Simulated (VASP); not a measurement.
Input of a VASP 6.6.1 run:

File INCAR:

```
  PREC = Accurate
  ENCUT = 520
  EDIFF = 1E-6
  ISMEAR = -1
  SIGMA = 0.1861
  LREAL = Auto
  LASPH = T
  NELM = 100
  ALGO = Normal
  ISIF = 2
  LWAVE = F
  LCHARG = F
  GGA = PE
  NBANDS = 78
  ISYM = 0
```

KPOINTS

```
regular mesh
0
Gamma
  1 1 1
```

The input POSCAR:

```
Al2O3
1.0
    6.5712240000      0.0218150000     -0.0138680000
    0.0218150000      6.5996800000     -0.0068760000
   -0.0138680000     -0.0068760000      6.2950720000
Al O
10 15
Direct
    0.3284668970      0.2281542652      0.6590526634
    0.6823961081      0.1864255664      0.6245714634
    0.9354479513      0.9480391088      0.8742790407
    1.0401816530      0.5755084735      0.5750908704
    0.5841081655      0.4152345818      0.3152536722
    0.2001476986      0.8907019749      0.2548330051
    0.8513967487      0.5788688378      0.9840475966
    0.3512982029      0.5631499736      0.9907195696
    0.6131919711      1.0212461906      0.1086157291
    0.0820590357      0.2609786898      0.2555202679
    0.6177517710      0.1374434774      0.3633251602
    0.2539067340      0.1241593528      0.4277156637
    0.8124733253      0.8488833216      0.1020049178
    0.5125483146      0.0615644111      0.8060869418
    0.5415584732      0.4031132145      0.6147931492
    0.1985963918      0.7520125268      0.4974422807
    0.1191262688      0.7136527239      0.9485672474
    0.8806433692      0.4675789205      0.3802334326
    0.1718748191      0.4020645937      0.7565600769
    0.2832562735      0.4153162766      0.2243688258
    0.0830942201      0.1242300737      0.0512555784
    0.4452856181      0.8140534459      0.1621802979
    0.6203068471      0.4342483331      1.0370903314
    0.9042617063      0.1383809378      0.7004620136
    0.8374739888      0.6724230588      0.7333489864
```

Potentials or basis: VASP PAW PBE potentials, release 64 (Al, O).

Command:

```bash
$ cat potpaw_PBE.64/Al/POTCAR potpaw_PBE.64/O/POTCAR > POTCAR
$ mpirun -np 1 vasp_gam > vasp.out
```

(1) Predict the band gap on the k mesh.

(2) What does it give for the pressure?

Answers

(1) 1.68 eV.

(2) 11.4 GPa.

Caveat: the k points lie up to 1.00 Å⁻¹ apart.
